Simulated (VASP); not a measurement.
Crystal: LiCl.

```
CELL_PARAMETERS angstrom
0.00000 2.55604 2.55604
2.55604 0.00000 2.55604
2.55604 2.55604 0.00000
ATOMIC_POSITIONS crystal
Li 0.00000 0.00000 0.00000
Cl 0.50000 0.50000 0.50000
```

Base run:

| Property | Result |
| --- | --- |
| Program | VASP 6.6.1 |
| Functional | PBE |
| Potentials or basis | VASP PAW PBE potentials, release 64 (Li_sv, Cl) |
| Cutoff | 520 eV |
| k mesh | 6 × 6 × 6 |
| Occupations | gaussian, width 0.01 eV |
| Spin | no spin polarisation |

Its results: band gap on the k mesh 6.40 eV, direct.

**Question.** The run is repeated on the same cell with these changes: functional from PBE to r2SCAN; k mesh from 6 × 6 × 6 to 8 × 8 × 8. What comes out?

**Answer.** Band gap on the k mesh 7.36 eV, direct.

Several settings changed at once, so the effect can't be laid on one alone.

A k mesh can miss the band edges.
